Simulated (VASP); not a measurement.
Here is a VASP 6.6.1 calculation.

INCAR

```
SYSTEM = WS2
PREC     = Accurate       ! precision mode
ENCUT    = 520            ! plane-wave cutoff, eV
EDIFF    = 1E-7           ! SCF threshold, eV
ISMEAR   = -1             ! smearing method
SIGMA    = 0.05           ! smearing width, eV
LREAL    = .FALSE.        ! projectors in reciprocal space
LASPH    = .TRUE.         ! aspherical terms in the spheres
NELM     = 60             ! most SCF steps
ALGO     = Normal         ! electronic algorithm
ISIF     = 2              ! what is computed and relaxed
LWAVE    = .FALSE.        ! write WAVECAR
LCHARG   = .FALSE.        ! write CHGCAR
NBANDS   = 20             ! bands
```

KPOINTS

```
Automatic mesh
0
G
  10 10 2
  0 0 0
```

File POSCAR:

```
WS2
1.0
    3.2045998594      0.0000000000      0.0000000000
   -1.6022999297      2.7752648871      0.0000000000
    0.0000000000      0.0000000000     17.0628366442
W S
1 2
Direct
    0.0000000000      0.0000000000      0.0000000000
    0.3333333333      0.6666666667      0.0920005100
    0.3333333333      0.6666666667      0.9079994900
```

Potentials or basis: VASP PAW LDA potentials, release 64 (W_sv, S).

Run with:

```sh
$ cat potpaw_LDA.64/W_sv/POTCAR potpaw_LDA.64/S/POTCAR > POTCAR
$ mpirun -np 1 vasp_std > vasp.out
```

(1) Estimate the band gap on the k mesh.

(2) Predict the largest force.

## Answers

(1) 1.93 eV, indirect (least direct gap 2.09 eV).

(2) 0.695 eV/Å.

Caveat: spin-orbit coupling is left out, which moves the levels of the heavy elements.
